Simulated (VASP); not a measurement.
A run of VASP 6.6.1 is set up as follows.

Contents of INCAR:

```
PREC     = Accurate       # precision mode
ENCUT    = 520            # plane-wave cutoff, eV
EDIFF    = 1E-7           # SCF threshold, eV
ISMEAR   = -1             # smearing method
SIGMA    = 0.24           # smearing width, eV
LREAL    = Auto         
LASPH    = T              # aspherical terms in the spheres
NELM     = 100            # most SCF steps
ALGO     = Normal         # electronic algorithm
ISIF     = 2              # what is computed and relaxed
LWAVE    = F              # write WAVECAR
LCHARG   = F              # write CHGCAR
NBANDS   = 46             # bands
```

The input KPOINTS:

```
Automatic mesh
0
Gamma
  3 3 3
```

File POSCAR:

```
C
1.0
    0.0000000000      3.6852400000      3.6852400000
    3.6852400000      0.0000000000      3.6852400000
    3.6852400000      3.6852400000      0.0000000000
C
16
Direct
   -0.0169731144      0.0253850495     -0.0028085009
    0.0761822839      0.1597589302      0.1331392257
   -0.0255071583      0.0192117745      0.5022468008
    0.1115395469      0.1737607320      0.5890389771
   -0.0433214662      0.5343342632      0.0383828462
    0.1189203417      0.6619514604      0.1012010073
   -0.0020351456      0.5061000098      0.5093833780
    0.0858831447      0.6236500201      0.6535259576
    0.4686940335      0.0623161585      0.0198494535
    0.6317770349      0.1175635779      0.1565569678
    0.5024096124     -0.0026592569      0.5163842789
    0.5746301462      0.1783465934      0.6347890504
    0.4771331039      0.5521078681      0.0026456893
    0.5851857681      0.6661574280      0.1443732294
    0.4900359271      0.5246876730      0.5384452573
    0.6055100889      0.6358473261      0.6563887291
```

Potentials or basis: VASP PAW LDA potentials, release 64 (C).

The run is started by

```sh
$ cat potpaw_LDA.64/C/POTCAR > POTCAR
$ mpirun -np 1 vasp_std > vasp.out
```

**Question.** Predict the band gap on the k mesh.

**Answer.** 1.78 eV, direct.

**Question.** Estimate the largest force.

**Answer.** 7.281 eV/Å.

Forces on the atoms (eV/Å):
```
C   -0.059 -0.036  1.084
C    0.855  3.456  1.880
C    1.208 -0.631 -0.033
C   -1.870  4.605 -5.141
C   -4.076 -2.926 -0.249
C    2.699  1.821 -1.774
C    1.708 -2.804  1.337
C    2.779  1.039  4.775
C   -3.766 -0.571 -3.446
C    1.220 -4.561  0.777
C    3.136 -3.182  1.345
C   -2.043  5.675  0.133
C   -0.296  2.989 -2.200
C    1.354  1.201  1.845
C   -2.300 -6.191 -3.065
C   -0.550  0.116  2.733
```

Caveat: the k points lie up to 0.49 Å⁻¹ apart; forces of over 1 eV/Å act on the atoms, so gaps and moduli don't describe the material at rest. Expect the measured gap to be larger: semilocal functionals such as LDA lack the derivative discontinuity.
